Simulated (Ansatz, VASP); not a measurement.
# Two plane-wave programs on Hf

```xyz
3
Lattice="5.1017 0.0000 0.0000 -2.5508 4.4182 0.0000 0.0000 0.0000 3.1716" Properties=species:S:1:pos:R:3 pbc="T T T"
Hf    0.0000    0.0000    0.0000
Hf    0.0000    2.9455    1.5858
Hf    2.5508    1.4727    1.5858
```

Alike in both runs: task single point; functional r2SCAN; k mesh 8 × 8 × 11; occupations fermi-dirac, width 0.1 eV; no spin polarisation.

|  | VASP | Ansatz |
| --- | --- | --- |
| version | VASP 6.6.1 | Ansatz 0.2.0 |
| potentials or method | VASP PAW PBE potentials, release 64 (Hf_pv), cutoff 520 eV | plane waves (500 eV) with PAW, scalar-relativistic |
| valence electrons in the cell | 30 | 78 |

Ansatz gave:

| Item | Value |
| --- | --- |
| pressure (GPa) | -7.4 |
| traceless stress, the component that is largest in VASP (GPa) | -0.14 |

Problem. What did VASP give for the same quantities?

Solution. Pressure (GPa): -8.0; traceless stress, the component that is largest in VASP (GPa): -0.15.

VASP's potentials were made for PBE, not for r2SCAN. VASP's potentials hold 30 valence electrons a cell and Ansatz's 78, so a difference there can come from the potentials and not from the codes.

Spin-orbit coupling is off throughout.
